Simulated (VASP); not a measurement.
TePb:

```
CELL_PARAMETERS angstrom
4.00229 0.00000 0.00000
0.00000 4.00229 0.00000
0.00000 0.00000 4.00229
ATOMIC_POSITIONS crystal
Te 0.50000 0.50000 0.50000
Pb 0.00000 0.00000 0.00000
```

Base run:

| Quantity | Value |
| --- | --- |
| Program | VASP 6.6.1 |
| Functional | PBE |
| Potentials or basis | VASP PAW PBE potentials, release 64 (Te, Pb_d) |
| Cutoff | 520 eV |
| k mesh | 10 × 10 × 10 |
| Occupations | fermi-dirac, width 0.08 eV |
| Spin | no spin polarisation |

Its results: band gap on the k mesh zero (band 10 reaches 6.59 eV, above the bottom of band 11 at 5.35 eV); pressure -0.3 GPa.

**Question.** After a change of settings the same cell gave: band gap on the k mesh zero (band 10 reaches 6.67 eV, above the bottom of band 11 at 5.46 eV); pressure 0.8 GPa. Which change was it?
A. further incar settings from ALGO = Normal; EDIFF = 1e-07; NBANDS = 17 to ALGO = Normal; EDIFF = 1e-06; NBANDS = 17
B. functional from PBE to PBEsol; further incar settings from ALGO = Normal; EDIFF = 1e-07; NBANDS = 17 to ALGO = Normal; EDIFF = 1e-06; NBANDS = 17
C. functional from PBE to revPBE; further incar settings from ALGO = Normal; EDIFF = 1e-07; NBANDS = 17 to ALGO = Normal; EDIFF = 1e-06; NBANDS = 17

**Answer.** C.

Caveats: spin-orbit coupling is left out, which moves the levels of the heavy elements; the PAW data sets were made with another functional, which shifts forces and pressure a little (some runs).
